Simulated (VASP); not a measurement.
Input of a VASP 6.6.1 run:

The input INCAR:

```
  PREC = Accurate
  ENCUT = 600
  EDIFF = 1E-6
  ISMEAR = 0
  SIGMA = 0.1
  LREAL = False
  LASPH = True
  NELM = 60
  ALGO = Normal
  ISIF = 3
  LWAVE = False
  LCHARG = False
  GGA = PE
  IBRION = 2
  NSW = 100
  EDIFFG = -0.01
```

File KPOINTS:

```
regular mesh
0
Gamma
  12 12 4
```

File POSCAR:

```
SnGe2
1.0
    4.0392245632      0.0000000000      0.0000000000
   -2.0196122816      3.4980710833      0.0000000000
    0.0000000000      0.0000000000      9.9991727605
Sn Ge
2 4
Direct
    0.3333333333      0.6666666667      0.9982015892
    0.6666666667      0.3333333333      0.4982015892
    0.6666666667      0.3333333333      0.1878493502
    0.0000000000      0.0000000000      0.3139490607
    0.3333333333      0.6666666667      0.6878493502
    0.0000000000      0.0000000000      0.8139490607
```

Potentials or basis: VASP PAW PBE potentials, release 64 (Sn_d, Ge_d).

Run with:

```sh
$ cat potpaw_PBE.64/Sn_d/POTCAR potpaw_PBE.64/Ge_d/POTCAR > POTCAR
$ mpirun -np 1 vasp_std > vasp.out
```

Q: Estimate the relaxed cell.

A: a = 3.969 Å, b = 3.969 Å, c = 10.433 Å, α = 90.00°, β = 90.00°, γ = 120.00°.

Q: Predict the band gap on the k mesh.

A: Zero (bands 42 and 43 overlap by 2.05 eV).

Q: Predict the space group after relaxing (to 0.1 Å).

A: P6_3mc (No. 186).

The path:
| step | energy change (eV) | largest force (eV/Å) | pressure (GPa) | volume (Å³) |
| --- | --- | --- | --- | --- |
| 1 | 0.0000 | 0.0378 | 0.43 | 141.28 |
| 2 | -0.0167 | 0.1115 | -0.18 | 142.57 |
| 3 | -0.0223 | 0.1976 | -0.87 | 144.07 |
| 4 | -0.0323 | 0.1819 | -0.63 | 143.26 |
| 5 | -0.0384 | 0.1486 | -0.25 | 142.05 |
| 6 | -0.0413 | 0.0907 | 0.10 | 141.51 |
| 7 | -0.0413 | 0.0357 | 0.36 | 141.02 |
| 8 | -0.0416 | 0.0616 | 0.30 | 141.24 |
| 9 | -0.0430 | 0.0342 | 0.14 | 141.79 |
| 10 | -0.0434 | 0.0197 | 0.01 | 142.32 |
| 11 | -0.0434 | 0.0229 | 0.03 | 142.25 |
| 12 | -0.0439 | 0.0224 | -0.01 | 142.38 |
| 13 | -0.0442 | 0.0322 | -0.12 | 142.65 |
| 14 | -0.0445 | 0.0176 | -0.06 | 142.42 |
| 15 | -0.0446 | 0.0114 | 0.01 | 142.28 |
| 16 | -0.0446 | 0.0073 | -0.05 | 142.31 |
| 17 | -0.0446 | 0.0071 | 0.00 | 142.32 |

Caveat: spin-orbit coupling is left out, which moves the levels of the heavy elements.
